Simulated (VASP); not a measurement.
# Mg2CdSe3 (I4/mmm) in VASP: relaxation of cell and atoms with PBE

Aim: the relaxation of cell and atoms of Mg2CdSe3 with PBE.

Program: VASP 6.6.1. These are calculated values, not measurements. Logs are shortened: lines on timing, memory, paths and dates and some standing lists are left out, and cuts for length are marked.

## 1. The cell of the first run

The structure is tetragonal, space group I4/mmm (No. 139). Conventional cell: a = 3.958 Å, b = 3.958 Å, c = 16.801 Å, α = 90.00°, β = 90.00°, γ = 90.00°. Within 3.6 Å of Mg (site symmetry 4mm) lie 6 Se at 2.75 to 2.80 Å. Within 3.7 Å of Cd (site symmetry 4/mmm) lie 6 Se at 2.80 to 2.85 Å. Se (site symmetry 4/mmm) has 2 Mg at 2.80 Å and 4 Cd at 2.80 Å within 3.7 Å. Within 3.6 Å of Se (site symmetry 4mm) lie 5 Mg at 2.75 to 2.80 Å and 1 Cd at 2.85 Å.

## 2. Relaxation of cell and atoms, PBE

The input, INCAR:

```
PREC = Accurate
ENCUT = 600
EDIFF = 1E-6
ISMEAR = 0
SIGMA = 0.02
LREAL = F
LASPH = T
NELM = 80
ALGO = Normal
ISIF = 3
LWAVE = F
LCHARG = F
GGA = PE
IBRION = 2
NSW = 100
EDIFFG = -0.01
```

The input, KPOINTS:

```
Automatic mesh
0
Gamma
  10 10 10
```

The input, POSCAR:

```
Mg2CdSe3
1.0
   -1.9789805398      1.9789805398      8.4006812813
    1.9789805398     -1.9789805398      8.4006812813
    1.9789805398      1.9789805398     -8.4006812813
Mg Cd Se
2 1 3
Direct
    0.8334368120      0.8334368120      0.0000000000
    0.1665631880      0.1665631880      0.0000000000
    0.5000000000      0.5000000000      0.0000000000
    0.0000000000      0.0000000000      0.0000000000
    0.6695251195      0.6695251195      0.0000000000
    0.3304748805      0.3304748805      0.0000000000
```

Potentials or basis: VASP PAW PBE potentials, release 64 (Mg, Cd, Se).

The run is started by

```bash
$ cat potpaw_PBE.64/Mg/POTCAR potpaw_PBE.64/Cd/POTCAR potpaw_PBE.64/Se/POTCAR > POTCAR
$ mpirun -np 1 vasp_std > vasp.out
```

OUTCAR:

```text
PREC = Accurate
   ENCUT = 600
   EDIFF = 1E-6
   ISMEAR = 0
   LREAL = F
   LASPH = T
   NELM = 80
   ISIF = 3
   GGA = PE
   IBRION = 2
   NSW = 100
   EDIFFG = -0.01

 ion  position               nearest neighbor table
   1  0.833  0.833  0.000-   5 2.75   4 2.80   6 2.80   6 2.80   6 2.80   6 2.80
   2  0.167  0.167  0.000-   6 2.75   4 2.80   5 2.80   5 2.80   5 2.80   5 2.80
   3  0.500  0.500  0.000-   4 2.80   4 2.80   4 2.80   4 2.80   6 2.85   5 2.85
   4  0.000  0.000  0.000-   1 2.80   2 2.80   3 2.80   3 2.80   3 2.80   3 2.80
   5  0.670  0.670  0.000-   1 2.75   2 2.80   2 2.80   2 2.80   2 2.80   3 2.85
   6  0.330  0.330  0.000-   2 2.75   1 2.80   1 2.80   1 2.80   1 2.80   3 2.85

  LATTYP: Found a body centered tetragonal cell.
 ALAT       =     3.9579610796
 C/A-ratio  =     4.2449539611

  Lattice vectors:

 A1 = (  -1.9789805398,   1.9789805398,   8.4006812813)
 A2 = (   1.9789805398,  -1.9789805398,   8.4006812813)
 A3 = (   1.9789805398,   1.9789805398,  -8.4006812813)

Analysis of symmetry for initial positions (statically):
=====================================================================
 Subroutine PRICEL returns:
 Original cell was already a primitive cell.

 Routine SETGRP: Setting up the symmetry group for a
 body centered tetragonal supercell.

 Subroutine GETGRP returns: Found 16 space group operations
 (whereof 16 operations were pure point group operations)
 out of a pool of 16 trial point group operations.

The static configuration has the point symmetry D_4h.

Analysis of symmetry for dynamics (positions and initial velocities):
=====================================================================
 Subroutine PRICEL returns:
 Original cell was already a primitive cell.

 Routine SETGRP: Setting up the symmetry group for a
 body centered tetragonal supercell.

 Subroutine GETGRP returns: Found 16 space group operations
 (whereof 16 operations were pure point group operations)
 out of a pool of 16 trial point group operations.

The dynamic configuration has the point symmetry D_4h.

 Subroutine INISYM returns: Found 16 space group operations
 (whereof 16 operations are pure point group operations),
 and found     1 'primitive' translations

----------------------------------------------------------------------------------------

                                     Primitive cell

  volume of cell :     131.6005

  direct lattice vectors                    reciprocal lattice vectors
[... 105 lines left out ...]
   PSTRESS=    0.0 pullay stress
   NELECT =      34.0000    total number of electrons
   NUPDOWN=      -1.0000    fix difference up-down
   EMIN   =  10.00;   EMAX   =-10.00  energy-range for DOS
   EFERMI =   0.00;   METHOD = LEGACY
   ISMEAR =     0;   SIGMA  =   0.02  broadening in eV -4-tet -1-fermi 0-gaus
   EFERMI_NEDOS =   21; number of points for ismear=-14 and -15
   IALGO  =     38    algorithm
   IMIX   =      4    mixing-type and parameters
     AMIX     =   0.40;   BMIX     =  1.00
     AMIX_MAG =   1.60;   BMIX_MAG =  1.00
  volume/ion in A,a.u.               =      21.93       148.01
  Fermi-wavevector in a.u.,A,eV,Ry     =   1.042674  1.970369 14.791838  1.087169
  Thomas-Fermi vector in A             =   2.177350
   LORBIT       =      0    0 simple, 1 ext, 2 COOP (PROOUT), +10 PAW based schemes
   GGA     = PE    functional components
   LHFCALC =     F    Hartree Fock is set to
   AEXX    =    0.0000 exact exchange contribution
   IVDW    =     0    specifies the selected vdW correction
   LEPSILON=     F    determine dielectric tensor
   LRPA    =     F    only Hartree local field effects (RPA)
 conjugate gradient relaxation of ions
 non-spin polarized calculation
 Gauss-broadening in eV      SIGMA  =   0.02
  energy-cutoff  :      600.00
  volume of cell :      131.60
 maximum number of plane-waves:      4412
   NGX = 35   NGY = 35   NGZ = 35

--------------------------------------- Ionic step        1  -------------------------------------------

 number of electron      34.0000002 magnetization

 Free energy of the ion-electron system (eV)
  ---------------------------------------------------
  ext. energy  EPLUGINS =         0.00000000
  ---------------------------------------------------
  free energy    TOTEN  =       -20.08188314 eV

  energy without entropy =      -20.08188314  energy(sigma->0) =      -20.08188314

------------------------ aborting loop because EDIFF is reached ----------------------------------------

  FORCE on cell =-STRESS in cart. coord.  units (eV):
  Direction    XX          YY          ZZ          XY          YZ          ZX
  --------------------------------------------------------------------------------------
  -------------------------------------------------------------------------------------
  Total       -0.0202684     -0.0202684      0.0234516      0.0000000      0.0000000     -0.0000000
  in kB       -0.2467590     -0.2467590      0.2855126      0.0000000      0.0000000     -0.0000000
  external PRESSURE =      -0.0693352 kB  Pullay stress =       0.0000000 kB
[... 67 lines left out ...]
--------------------------------------- Ionic step        3  -------------------------------------------

 number of electron      34.0000002 magnetization

 Free energy of the ion-electron system (eV)
  ---------------------------------------------------
  ext. energy  EPLUGINS =         0.00000000
  ---------------------------------------------------
  free energy    TOTEN  =       -20.08213184 eV

  energy without entropy =      -20.08213184  energy(sigma->0) =      -20.08213184

 E-fermi :   2.9440     XC(G=0):  -9.5769

 val. band max:        2.8612339912   @ k =   0.5000   0.0000  -0.0000
 cond. band min:       3.4526689962   @ k =   0.5000   0.5000  -0.0000
 fundamental gap:      0.5914350050
 Fermi energy:         2.9440441227

 k-point     1 :       0.0000    0.0000    0.0000
  band No.  band energies     occupation
      1     -10.1215      2.00000
      2      -9.4452      2.00000
      3      -9.0631      2.00000
      4      -5.1801      2.00000
      5      -5.0826      2.00000
      6      -4.9932      2.00000
[... 565 lines left out ...]
     20       6.9719      0.00000
     21       8.1375      0.00000

 [... further k-points ...]

------------------------ aborting loop because EDIFF is reached ----------------------------------------

  FORCE on cell =-STRESS in cart. coord.  units (eV):
  Direction    XX          YY          ZZ          XY          YZ          ZX
  --------------------------------------------------------------------------------------
  -------------------------------------------------------------------------------------
  Total        0.0216621      0.0216621      0.0071550      0.0000000     -0.0000000      0.0000000
  in kB        0.2638490      0.2638490      0.0871498      0.0000000     -0.0000000      0.0000000
  external PRESSURE =       0.2049493 kB  Pullay stress =       0.0000000 kB
[... 21 lines left out ...]
  FREE ENERGIE OF THE ION-ELECTRON SYSTEM (eV)
  ---------------------------------------------------
  free  energy   TOTEN  =       -20.0821318448 eV

  energy  without entropy=      -20.0821318448  energy(sigma->0) =      -20.08213184

 reached required accuracy - stopping structural energy minimisation
```

CONTCAR:

```text
Mg2CdSe3
   1.00000000000000
    -1.9778934372267065    1.9778934372267065    8.4060207208958779
     1.9778934372267065   -1.9778934372267065    8.4060207208958779
     1.9778934372267065    1.9778934372267065   -8.4060207208958779
  Mg              Cd              Se
     2     1     3
Direct
     0.8332179113566356    0.8332179113566356    0.0000000000000000
     0.1667820886433644    0.1667820886433644    0.0000000000000000
     0.5000000000000000    0.5000000000000000    0.0000000000000000
     0.0000000000000000    0.0000000000000000    0.0000000000000000
     0.6698141705278038    0.6698141705278038    0.0000000000000000
     0.3301858294721963    0.3301858294721963    0.0000000000000000

  0.00000000E+00  0.00000000E+00  0.00000000E+00
  0.00000000E+00  0.00000000E+00  0.00000000E+00
  0.00000000E+00  0.00000000E+00  0.00000000E+00
  0.00000000E+00  0.00000000E+00  0.00000000E+00
  0.00000000E+00  0.00000000E+00  0.00000000E+00
  0.00000000E+00  0.00000000E+00  0.00000000E+00
```

Wall time 79 min (1 thread of Oxide Virtual Turin-like, shared host); peak memory 1.1 GiB.

Results:

- Free energy: -20.0821 eV
- Relaxed volume: 21.92 Å³/atom
- Relaxed cell: a = 8.859 Å, b = 8.859 Å, c = 8.859 Å, α = 154.20°, β = 154.20°, γ = 36.81°
- Space group after relaxing (to 0.1 Å): I4/mmm (No. 139)
- Energy gained by relaxing: 0.0 meV/atom
- Ionic steps: 3
- Pressure after relaxing: 0.0 GPa
- Largest force after relaxing: 0.010 eV/Å
- Band gap on the k mesh: 0.59 eV (least direct gap 1.22 eV)

Forces in eV/Å, atoms in the order of the input:
```
Mg   0.000  0.000 -0.010
Mg   0.000  0.000  0.010
Cd   0.000  0.000  0.000
Se   0.000  0.000  0.000
Se   0.000  0.000 -0.005
Se   0.000  0.000  0.005
```

Step by step:
| step | energy change (eV) | largest force (eV/Å) | pressure (GPa) | volume (Å³) |
| --- | --- | --- | --- | --- |
| 1 | 0.0000 | 0.0299 | -0.01 | 131.60 |
| 2 | -0.0001 | 0.0194 | 0.00 | 131.58 |
| 3 | -0.0002 | 0.0098 | 0.02 | 131.54 |

Final structure:
```yaml
crystal:
  lattice:
    - [-1.97789, 1.97789, 8.40602]
    - [1.97789, -1.97789, 8.40602]
    - [1.97789, 1.97789, -8.40602]
  atoms:
    - { symbol: Mg, position: [0.83322, 0.83322, 0.00000] }
    - { symbol: Mg, position: [0.16678, 0.16678, 0.00000] }
    - { symbol: Cd, position: [0.50000, 0.50000, 0.00000] }
    - { symbol: Se, position: [0.00000, 0.00000, 0.00000] }
    - { symbol: Se, position: [0.66981, 0.66981, 0.00000] }
    - { symbol: Se, position: [0.33019, 0.33019, 0.00000] }
```

Levels at points of the mesh, in eV from the valence-band top:
```tsv
k point	band 15	band 16	band 17	band 18	band 19	band 20
(0.00, 0.00, 0.00)	-0.38	-0.36	-0.36	0.86	2.09	2.45
(0.50, 0.00, 0.00)	-0.75	-0.48	0.00	3.32	4.24	4.30
(0.50, 0.50, 0.00)	-2.52	-1.98	-1.98	0.59	2.64	3.08
(0.50, 0.50, 0.50)	-1.03	-0.67	-0.67	0.65	3.47	3.67
```

Caveat: semilocal functionals underestimate gaps, and a narrow one can read as zero. A k mesh can miss the band edges.
